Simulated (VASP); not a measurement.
# MnO: single point with PBE

MnO:

```
Mn O
1.0
     0.00000    2.26558    2.26558
     2.26558    0.00000    2.26558
     2.26558    2.26558    0.00000
Mn O
1 1
Direct
  0.00000 0.00000 0.00000
  0.50000 0.50000 0.50000
```

```json
{
  "Program": "VASP 6.6.1",
  "Task": "single point",
  "Functional": "PBE",
  "Potentials or basis": "VASP PAW PBE potentials, release 64 (Mn_pv, O)",
  "Cutoff": "520 eV",
  "k mesh": "16 × 16 × 16",
  "Occupations": "fermi-dirac, width 0.05 eV",
  "Spin": "collinear spin, ferromagnetic start",
  "Starting moments": "[4.0, 0.0] μB",
  "Dipole correction": "no",
  "Further INCAR settings": "ALGO = Normal; EDIFF = 1e-07; NBANDS = 20"
}
```

```
Pressure                                              : -5.9 GPa
Net moment                                            : 4.89 μB per cell
Site moments                                          : Mn +4.42; O +0.21 μB
Valence electrons inside the program's atomic spheres : Mn 11.30; O 4.95
```

Levels at points of the mesh, in eV from the Fermi level:
Spin up:
```csv
k point,band 10,band 11,band 12,band 13,band 14,band 15
"(0.00, 0.00, 0.00)",-3.13,-2.64,-2.64,-0.69,13.86,15.93
"(0.50, 0.00, 0.00)",-1.90,0.10,0.10,3.42,7.32,11.55
"(0.50, 0.50, 0.00)",-2.09,-2.09,-2.00,4.68,7.58,10.16
```
Spin down:
```
           k point  band 3  band 4  band 5  band 6  band 7  band 8  band 9  band 10  band 11  band 12
(0.00, 0.00, 0.00)  -45.60  -19.29   -3.03   -3.03   -3.03    0.66    0.94     0.94     0.94     1.50
(0.50, 0.00, 0.00)  -45.61  -18.45   -6.83   -4.40   -4.40    2.01    2.06     2.06     3.57     3.57
(0.50, 0.50, 0.00)  -45.63  -18.46   -5.94   -3.96   -3.96   -0.50    2.04     2.15     2.46     2.46
```

Run time: 3.9 min on 1 thread of AMD EPYC 7R43 64-Core Processor (Zen 3), with other jobs on the host, peak memory 0.18 GiB.

Caveat: the cell stands under tension; a cell with one magnetic atom can't hold antiferromagnetic order, which such compounds often take; semilocal functionals often make such compounds metallic where correlation or magnetic order opens a gap, which also shifts bond lengths. With open d or f shells a metallic result of PBE can be an artefact of self-interaction; +U or a hybrid may open a gap.
